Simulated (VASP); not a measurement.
# Ru: single point with r2SCAN

Ru:

```xyz
2
Lattice="2.7046 0.0000 0.0000 -1.3523 2.3423 0.0000 0.0000 0.0000 4.2599" Properties=species:S:1:pos:R:3 pbc="T T T"
Ru    0.0000    1.5615    1.0650
Ru    1.3523    0.7808    3.1949
```

```yaml
Program: VASP 6.6.1
Task: single point
Functional: r2SCAN
Potentials_or_basis: VASP PAW PBE potentials, release 64 (Ru_sv)
Cutoff: 620 eV
k_mesh: 20 × 20 × 12
Occupations: fermi-dirac, width 0.05 eV
Spin: no spin polarisation
```

```
Pressure               : 0.1 GPa
Band gap on the k mesh : zero (bands 16 and 17 overlap by 3.41 eV)
```

Levels at points of the mesh, in eV from the Fermi level:
```csv
k point,band 13,band 14,band 15,band 16,band 17,band 18,band 19,band 20
"(0.00, 0.00, 0.00)",-2.53,-2.05,-2.05,-1.55,-1.55,1.20,1.20,1.37
"(0.50, 0.00, 0.00)",-2.21,-1.94,-1.61,1.42,1.87,1.98,4.21,6.40
"(0.00, 0.00, 0.50)",-2.96,-2.96,-2.86,-2.86,0.53,0.53,0.53,0.53
"(0.50, 0.00, 0.50)",-1.18,-1.18,0.42,0.42,1.70,1.70,3.51,3.51
```

It took 4.4 min on 1 thread of Intel(R) Xeon(R) 6975P-C (Granite Rapids), with other jobs on the host, peak memory 0.31 GiB.

Caveat: the PAW data sets were made with another functional, which shifts forces and pressure a little.
